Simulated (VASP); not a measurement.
A run of VASP 6.6.1 is set up as follows.

File INCAR:

```
PREC     = Accurate       # precision mode
ENCUT    = 520            # plane-wave cutoff, eV
EDIFF    = 1E-6           # SCF threshold, eV
ISMEAR   = 0              # smearing method
SIGMA    = 0.01           # smearing width, eV
LREAL    = False          # projectors in reciprocal space
LASPH    = True           # aspherical terms in the spheres
NELM     = 80             # most SCF steps
ALGO     = Normal         # electronic algorithm
ISIF     = 2              # what is computed and relaxed
LWAVE    = False          # write WAVECAR
LCHARG   = True           # write CHGCAR
LELF     = True           # ELF
LVHAR    = True         
NBANDS   = 49             # bands
```

File KPOINTS:

```
Automatic mesh
0
Gamma
  4 4 4
```

The input POSCAR:

```
Rb2LiGaF6
1.0
    0.0000000000      4.1650190000      4.1650190000
    4.1650190000      0.0000000000      4.1650190000
    4.1650190000      4.1650190000      0.0000000000
Rb Li Ga F
2 1 1 6
Direct
    0.2500000000      0.2500000000      0.2500000000
    0.7500000000      0.7500000000      0.7500000000
    0.5000000000      0.5000000000      0.5000000000
    0.0000000000      0.0000000000      0.0000000000
    0.2337950000      0.2337950000      0.7662050000
    0.2337950000      0.7662050000      0.7662050000
    0.7662050000      0.7662050000      0.2337950000
    0.2337950000      0.7662050000      0.2337950000
    0.7662050000      0.2337950000      0.7662050000
    0.7662050000      0.2337950000      0.2337950000
```

Potentials or basis: VASP PAW LDA potentials, release 64 (Rb_sv, Li_sv, Ga_d, F).

Command:

```sh
$ cat potpaw_LDA.64/Rb_sv/POTCAR potpaw_LDA.64/Li_sv/POTCAR potpaw_LDA.64/Ga_d/POTCAR potpaw_LDA.64/F/POTCAR > POTCAR
$ mpirun -np 1 vasp_std > vasp.out
```

Task: What does it give for the largest force?

Result: 0.373 eV/Å.

Task: What does it give for the band gap on the k mesh?

Result: 5.72 eV, direct.

Forces on the atoms (eV/Å):
```
Rb   0.000  0.000  0.000
Rb   0.000  0.000  0.000
Li   0.000  0.000  0.000
Ga   0.000  0.000  0.000
F    0.000  0.000 -0.373
F    0.373  0.000  0.000
F    0.000  0.000  0.373
F    0.000 -0.373  0.000
F    0.000  0.373  0.000
F   -0.373  0.000  0.000
```

 As with any semilocal functional, this LDA gap is likely too small.
